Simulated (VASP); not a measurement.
## Ni: single point with BLYP

Crystal: Ni.

```xyz
2
Lattice="2.5227 0.0000 0.0000 -1.2614 2.1847 0.0000 0.0000 0.0000 4.1565" Properties=species:S:1:pos:R:3 pbc="T T T"
Ni    0.0000    1.4565    1.0391
Ni    1.2614    0.7282    3.1174
```

This isn't the form of Ni at room conditions, which is fcc.

```json
{
  "Program": "VASP 6.6.1",
  "Task": "single point",
  "Functional": "BLYP",
  "Potentials or basis": "VASP PAW PBE potentials, release 64 (Ni)",
  "Cutoff": "520 eV",
  "k mesh": "23 × 23 × 13",
  "Occupations": "fermi-dirac, width 0.1 eV",
  "Spin": "no spin polarisation",
  "Dipole correction": "no",
  "Further INCAR settings": "ALGO = Normal; EDIFF = 1e-06; NBANDS = 17"
}
```

```
Pressure               : 0.2 GPa
Band gap on the k mesh : zero (bands 10 and 11 overlap by 0.48 eV)
```

Stress tensor (GPa, compression positive):
```
0.25 0.00 0.00
0.00 0.25 0.00
0.00 0.00 0.10
```

Levels at points of the mesh, in eV from the Fermi level:
| k point | band 6 | band 7 | band 8 | band 9 | band 10 | band 11 | band 12 | band 13 | band 14 | band 15 |
| --- | --- | --- | --- | --- | --- | --- | --- | --- | --- | --- |
| (0.00, 0.00, 0.00) | -1.45 | -1.45 | -1.05 | -1.05 | -0.17 | -0.17 | 0.08 | 5.59 | 22.77 | 23.84 |

Wall time 120 s on 1 thread of Intel(R) Xeon(R) Platinum 8259CL CPU @ 2.50GHz (Skylake/Cascade Lake) (shared host), peak memory 0.24 GiB.

Caveat: the PAW data sets were made with another functional, which shifts forces and pressure a little; the run has no spin polarisation, though such a crystal can be magnetic. Spin polarisation is off, so any magnetic state and its effect on volume and gap are missing.
